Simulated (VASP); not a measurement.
Cu6H: single point with PBE

System: Cu6H, a slab with vacuum.

```
Cu H
1.0
     5.13324    0.00000    0.00000
     0.00000    5.13324    0.00000
     0.00000    0.00000   21.52891
Cu H
12 2
Direct
  0.25000 0.25000 0.18580
  0.25000 0.75000 0.18580
  0.75000 0.25000 0.18580
  0.75000 0.75000 0.18580
  0.00000 0.00000 0.26776
  0.00000 0.50000 0.26776
  0.50000 0.00000 0.26776
  0.50000 0.50000 0.26776
  0.25000 0.25000 0.34971
  0.25000 0.75000 0.34971
  0.75000 0.25000 0.34971
  0.75000 0.75000 0.34971
  0.99188 0.00000 0.41520
  0.50812 0.00000 0.41520
```

```json
{
  "Program": "VASP 6.6.1",
  "Task": "single point",
  "Functional": "PBE",
  "Potentials or basis": "VASP PAW PBE potentials, release 64 (Cu, H)",
  "Cutoff": "520 eV",
  "k mesh": "5 × 5 × 1",
  "Occupations": "gaussian, width 0.1 eV",
  "Spin": "no spin polarisation"
}
```

| Quantity | Value |
| --- | --- |
| Largest force | 1.508 eV/Å |
| Band gap on the k mesh | zero (bands 67 and 68 overlap by 0.61 eV) |

Forces in eV/Å, atoms in the order of the input:
```
Cu   0.000 -0.053 -0.012
Cu   0.000  0.053 -0.012
Cu   0.000 -0.054 -0.012
Cu   0.000  0.054 -0.012
Cu   0.007  0.000 -0.384
Cu  -0.010  0.000  0.070
Cu  -0.007  0.000 -0.384
Cu   0.010  0.000  0.070
Cu   0.000 -0.488  0.880
Cu   0.000  0.488  0.880
Cu   0.000 -0.557  0.966
Cu   0.000  0.557  0.966
H    0.009  0.000 -1.508
H   -0.009  0.000 -1.508
```

Levels at points of the mesh, in eV from the Fermi level:
```csv
k point,band 63,band 64,band 65,band 66,band 67,band 68,band 69,band 70,band 71,band 72
"(0.00, 0.00, 0.00)",-1.14,-1.12,-0.33,-0.22,-0.22,-0.05,-0.05,0.69,2.35,2.70
```

Run time: 16 min on 1 thread of Intel(R) Xeon(R) Platinum 8375C CPU @ 2.90GHz (Ice Lake), on a shared host, peak memory 0.72 GiB.
